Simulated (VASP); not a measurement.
Al3B2Sb, 6 atoms in the cell. Symmetry: P3m1, No. 156, trigonal system. Conventional cell: a = 3.064 Å, b = 3.064 Å, c = 10.788 Å, α = 90.00°, β = 90.00°, γ = 120.00°. Al (site symmetry 3m) has 6 B at 2.39 to 2.45 Å and 6 Al at 3.06 Å and 3 Sb at 3.08 Å within 3.2 Å. Within 3.2 Å of Al (site symmetry 3m) lie 6 B at 2.42 to 2.48 Å and 9 Al at 2.83 to 3.06 Å. Within 3.7 Å of Al (site symmetry 3m) lie 9 Al at 2.83 to 3.06 Å and 3 Sb at 3.24 Å. B (site symmetry 3m) has 3 B at 1.77 Å within 2.4 Å. B (site symmetry 3m) has 3 B at 1.77 Å and 3 Al at 2.39 Å within 2.4 Å. Sb (site symmetry 3m) has 6 Sb at 3.06 Å and 6 Al at 3.08 to 3.24 Å within 4.0 Å. 

```yaml
Program: VASP 6.6.1
Task: single point
Functional: PBE
Potentials_or_basis: VASP PAW PBE potentials, release 64 (Al, B, Sb)
Cutoff: 520 eV
k_mesh: 12 × 12 × 4
Occupations: gaussian, width 0.1 eV
Spin: no spin polarisation
Dipole_correction: no
Further_INCAR_settings: ALGO = Normal; EDIFF = 1e-07; NBANDS = 19
```

Potentials or basis: VASP PAW PBE potentials, release 64 (Al, B, Sb).

The run is started by

```sh
$ cat potpaw_PBE.64/Al/POTCAR potpaw_PBE.64/B/POTCAR potpaw_PBE.64/Sb/POTCAR > POTCAR
$ mpirun -np 1 vasp_std > vasp.out
```

Hardware: 1 thread of Intel(R) Xeon(R) 6975P-C (Granite Rapids) (shared host).

Task: How long does it take, and how much memory?

Result: Run time: 66 s on 1 thread of Intel(R) Xeon(R) 6975P-C (Granite Rapids), with other jobs on the host, peak memory 0.27 GiB. Counts: scf iterations 15, k points 69.
